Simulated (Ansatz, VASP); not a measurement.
## One calculation of GaSb, two programs

```
CELL_PARAMETERS angstrom
0.00000 3.05595 3.05595
3.05595 0.00000 3.05595
3.05595 3.05595 0.00000
ATOMIC_POSITIONS crystal
Ga 0.00000 0.00000 0.00000
Sb 0.25000 0.25000 0.25000
```

Alike in both runs: task single point; functional PBEsol; k mesh 12 × 12 × 12; occupations gaussian, width 0.1 eV; no spin polarisation.

|  | VASP | Ansatz |
| --- | --- | --- |
| version | VASP 6.6.1 | Ansatz 0.2.0 |
| potentials or method | VASP PAW PBE potentials, release 64 (Ga_d, Sb), cutoff 520 eV | scalar-relativistic, all-electron LAPW |

```csv
,VASP,Ansatz,Ansatz less VASP
pressure (GPa),0.1,0.0,-0.09
```

VASP's potentials were made for PBE, not for PBEsol. Ansatz ran all-electron here, and VASP with PAW potentials.

Neither program's run includes spin-orbit coupling.
